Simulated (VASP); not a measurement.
# Si2W (I4/mmm) in VASP: settings compared, part 2 of 2

VASP 6.6.1. Earlier steps stand in the parts before.

## (4) Single point, PBE+D4

This run uses another cell than the first one, of 13.30 Å³/atom.

Contents of INCAR:

```
SYSTEM = Si2W
PREC = Accurate
ENCUT = 520
EDIFF = 1E-6
ISMEAR = -1
SIGMA = 0.05
LREAL = .False.
LASPH = .True.
NELM = 80
ALGO = Normal
ISIF = 2
LWAVE = .False.
LCHARG = .False.
GGA = PE
IVDW = 13
NBANDS = 18
```

Contents of KPOINTS:

```
Automatic mesh
0
Gamma
  12 12 12
  0 0 0
```

Contents of POSCAR:

```
Si2W
1.0
   -1.5984955931      1.5984955931      3.9043483793
    1.5984955931     -1.5984955931      3.9043483793
    1.5984955931      1.5984955931     -3.9043483793
W Si
1 2
Direct
    0.0000000000      0.0000000000      0.0000000000
    0.6658903875      0.6658903875      0.0000000000
    0.3341096125      0.3341096125      0.0000000000
```

Potentials or basis: VASP PAW PBE potentials, release 64 (W_sv, Si).

Started as:

```console
$ cat potpaw_PBE.64/W_sv/POTCAR potpaw_PBE.64/Si/POTCAR > POTCAR
$ mpirun -np 1 vasp_std > vasp.out
```

OUTCAR:

```text
SYSTEM = Si2W
   PREC = Accurate
   ENCUT = 520
   EDIFF = 1E-6
   ISMEAR = -1
   LREAL = .False.
   LASPH = .True.
   NELM = 80
   ISIF = 2
   GGA = PE
   IVDW = 13

 ion  position               nearest neighbor table
   1  0.000  0.000  0.000-   2 2.61   2 2.61   2 2.61   3 2.61   2 2.61   3 2.61   3 2.61   3 2.61
                             2 2.61   3 2.61
   2  0.666  0.666  0.000-   3 2.59   1 2.61   1 2.61   1 2.61   1 2.61   1 2.61   3 2.61   3 2.61
                             3 2.61   3 2.61
   3  0.334  0.334  0.000-   2 2.59   1 2.61   1 2.61   1 2.61   1 2.61   1 2.61   2 2.61   2 2.61
                             2 2.61   2 2.61

  LATTYP: Found a body centered tetragonal cell.
 ALAT       =     3.1969911862
 C/A-ratio  =     2.4425143217

  Lattice vectors:

 A1 = (  -1.5984955931,   1.5984955931,   3.9043483793)
 A2 = (   1.5984955931,  -1.5984955931,   3.9043483793)
 A3 = (   1.5984955931,   1.5984955931,  -3.9043483793)

Analysis of symmetry for initial positions (statically):
=====================================================================
 Subroutine PRICEL returns:
 Original cell was already a primitive cell.

 Routine SETGRP: Setting up the symmetry group for a
 body centered tetragonal supercell.

 Subroutine GETGRP returns: Found 16 space group operations
 (whereof 16 operations were pure point group operations)
 out of a pool of 16 trial point group operations.

The static configuration has the point symmetry D_4h.

Analysis of symmetry for dynamics (positions and initial velocities):
=====================================================================
 Subroutine PRICEL returns:
 Original cell was already a primitive cell.

 Routine SETGRP: Setting up the symmetry group for a
 body centered tetragonal supercell.

 Subroutine GETGRP returns: Found 16 space group operations
 (whereof 16 operations were pure point group operations)
 out of a pool of 16 trial point group operations.

The dynamic configuration has the point symmetry D_4h.

 Subroutine INISYM returns: Found 16 space group operations
[... 119 lines left out ...]
     AMIX_MAG =   1.60;   BMIX_MAG =  1.00
  volume/ion in A,a.u.               =      13.30        89.76
  Fermi-wavevector in a.u.,A,eV,Ry     =   1.342369  2.536710 24.517079  1.801955
  Thomas-Fermi vector in A             =   2.470528
   LORBIT       =      0    0 simple, 1 ext, 2 COOP (PROOUT), +10 PAW based schemes
   GGA     = PE    functional components
   LHFCALC =     F    Hartree Fock is set to
   AEXX    =    0.0000 exact exchange contribution
   IVDW    =    13    specifies the selected vdW correction
   LEPSILON=     F    determine dielectric tensor
   LRPA    =     F    only Hartree local field effects (RPA)
 non-spin polarized calculation
  energy-cutoff  :      520.00
  volume of cell :       39.91
 maximum number of plane-waves:      1096
 NGX is ok and might be reduce to    36
   NGX = 17   NGY = 17   NGZ = 17

 number of electron      21.9999999 magnetization

 Free energy of the ion-electron system (eV)
  ---------------------------------------------------
  ext. energy  EPLUGINS =         0.00000000
  ---------------------------------------------------
  free energy    TOTEN  =       -24.79341025 eV

  energy without entropy =      -24.79159923  energy(sigma->0) =      -24.79250474

 E-fermi :  12.1814     XC(G=0): -12.5924

 val. band max:       12.1335614311   @ k =  -0.3333  -0.4167   0.3333
 cond. band min:      12.1863586184   @ k =  -0.4167  -0.4167   0.3333
 fundamental gap:      0.0527971873
 Fermi energy:        12.1814375184

 k-point     1 :       0.0000    0.0000    0.0000
  band No.  band energies     occupation
      1     -61.6713      2.00000
      2     -25.9475      2.00000
      3     -25.9160      2.00000
      4     -25.9160      2.00000
      5      -2.0425      2.00000
      6       5.2186      2.00000
[... 481 lines left out ...]
      5       1.0780      2.00000
      6       3.7645      2.00000
[... 10 lines left out ...]
     17      19.3200      0.00000
     18      20.6160      0.00000

 [... further k-points ...]

------------------------ aborting loop because EDIFF is reached ----------------------------------------

  DFT-D4 for vdW energy calculation

  Edisp (eV):   -1.73840

  FORCE on cell =-STRESS in cart. coord.  units (eV):
  Direction    XX          YY          ZZ          XY          YZ          ZX
  --------------------------------------------------------------------------------------
  -------------------------------------------------------------------------------------
  Total       0.02376     0.02376    -0.00180     0.00000     0.00000    -0.00000
  in kB       0.95412     0.95412    -0.07233     0.00000     0.00000    -0.00000
  external pressure =        0.61 kB  Pullay stress =        0.00 kB

 VOLUME and BASIS-vectors are now :
 -----------------------------------------------------------------------------
  energy-cutoff  :      520.00
  volume of cell :       39.91
      direct lattice vectors                 reciprocal lattice vectors
    -1.598495593  1.598495593  3.904348379     0.000000000  0.312794106  0.128062343
     1.598495593 -1.598495593  3.904348379     0.312794106  0.000000000  0.128062343
     1.598495593  1.598495593 -3.904348379     0.312794106  0.312794106  0.000000000

 POSITION                                       TOTAL-FORCE (eV/Angst)
 -----------------------------------------------------------------------------------
      0.00000      0.00000      0.00000         0.000000      0.000000     -0.000000
      0.00000      0.00000      5.19974         0.000000      0.000000      0.008668
      0.00000      0.00000      2.60896        -0.000000     -0.000000     -0.008668
 -----------------------------------------------------------------------------------
    total drift:                               -0.000000     -0.000000      0.000000

  FREE ENERGIE OF THE ION-ELECTRON SYSTEM (eV)
  ---------------------------------------------------
  free  energy   TOTEN  =       -26.5318127840 eV

  energy  without entropy=      -26.5300017613  energy(sigma->0) =      -26.53090727
```

stdout:

```text
POSCAR found type information on POSCAR W Si
 POSCAR found :  2 types and       3 ions
 scaLAPACK will be used
 LDA part: xc-table for (Slater+PW92), standard interpolation
 POSCAR, INCAR and KPOINTS ok, starting setup
 FFT: planning ... GRIDC
 FFT: planning ... GRID_SOFT
 FFT: planning ... GRID
 WAVECAR not read
 entering main loop
```

Wall time 2.1 min (1 thread of Intel Xeon 8259CL, shared host); peak memory 0.28 GiB.

What came out:

* Free energy: -26.5318 eV
* Pressure: 0.1 GPa
* Largest force: 0.009 eV/Å
* Band gap on the k mesh: zero (bands 11 and 12 overlap by 1.36 eV)
* Dispersion energy per atom: -0.579 eV

Forces in eV/Å, atoms in the order of the input:
```
W    0.000  0.000  0.000
Si   0.000  0.000  0.009
Si   0.000  0.000 -0.009
```

Levels at points of the mesh, in eV from the Fermi level:
| k point | band 9 | band 10 | band 11 | band 12 | band 13 | band 14 |
| --- | --- | --- | --- | --- | --- | --- |
| (0.00, 0.00, 0.00) | -2.91 | -2.91 | 0.62 | 2.79 | 2.84 | 3.13 |
| (0.50, 0.00, 0.00) | -2.85 | -2.83 | -0.47 | 2.76 | 2.77 | 3.95 |
| (0.50, 0.50, 0.00) | -5.11 | -3.35 | -1.77 | 2.77 | 3.03 | 3.19 |
| (0.50, 0.50, 0.50) | -0.87 | -0.87 | -0.53 | -0.53 | 0.80 | 4.48 |

Caveat: spin-orbit coupling is left out, which moves the levels of the heavy elements.

## (5) Summary

```tsv
level	cell	gap on the mesh (eV)	pressure (GPa)	largest force (eV/Å)
PBEsol+D4	a = 4.496 Å, angles 138.5, 138.5, 60.1°, 3 atoms, atomic positions A	none	0.4	0.01
PBE+D3(BJ)	a = 4.506 Å, angles 138.5, 138.5, 60.1°, 3 atoms, atomic positions B	none	0.1	0.01
PBE+D4	a = 4.512 Å, angles 138.5, 138.5, 60.1°, 3 atoms, atomic positions B	none	0.1	0.01
```

Alike in all rows: task single point; potentials or basis VASP PAW PBE potentials, release 64 (W_sv, Si); no spin polarisation; k mesh 12 × 12 × 12; cutoff (eV) 520; smearing fermi-dirac 0.05 eV.

Caveats: spin-orbit coupling is left out, which moves the levels of the heavy elements; the PAW data sets were made with another functional, which shifts forces and pressure a little (at least some runs).

Total energies depend on the potentials used, so only differences within one code and one set of settings carry meaning.

The gap in the log of VASP goes by the Fermi energy; the results here count the filled bands.